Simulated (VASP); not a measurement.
Crystal: CsPbBr3.

```
Pb Cs Br
1.0
     5.87000    0.00000    0.00000
     0.00000    5.87000    0.00000
     0.00000    0.00000    5.87000
Pb Cs Br
1 1 3
Direct
  0.50000 0.50000 0.50000
  0.00000 0.00000 0.00000
  0.50000 0.50000 0.00000
  0.50000 0.00000 0.50000
  0.00000 0.50000 0.50000
```

* Program: VASP 6.6.1
* Task: relaxation of cell and atoms
* Functional: r2SCAN
* Potentials or basis: VASP PAW PBE potentials, release 64 (Pb_d, Cs_sv, Br)
* Cutoff: 600 eV
* k mesh: 5 × 5 × 5
* Occupations: fermi-dirac, width 0.05 eV
* Spin: no spin polarisation

At the start: pressure 0.7 GPa; volume 40.45 Å³/atom.

Question: How do energy, volume and symmetry change on relaxing?

Answer: Over 3 steps the energy falls by 3.0 meV/atom and the volume is 41.81 Å³/atom (+3.3 %); space group Pm-3m (No. 221, to 0.1 Å) before and after.

The path:
```tsv
step	energy change (eV)	largest force (eV/Å)	pressure (GPa)	volume (Å³)
1	0.0000	0.0000	0.75	202.26
2	-0.0148	0.0000	0.12	207.85
3	-0.0152	0.0000	0.00	209.03
```

Final structure:
```
Pb Cs Br
1.0
     5.93476    0.00000    0.00000
     0.00000    5.93476    0.00000
     0.00000    0.00000    5.93476
Pb Cs Br
1 1 3
Direct
  0.50000 0.50000 0.50000
  0.00000 0.00000 0.00000
  0.50000 0.50000 0.00000
  0.50000 0.00000 0.50000
  0.00000 0.50000 0.50000
```

Caveat: the PAW data sets were made with another functional, which shifts forces and pressure a little.
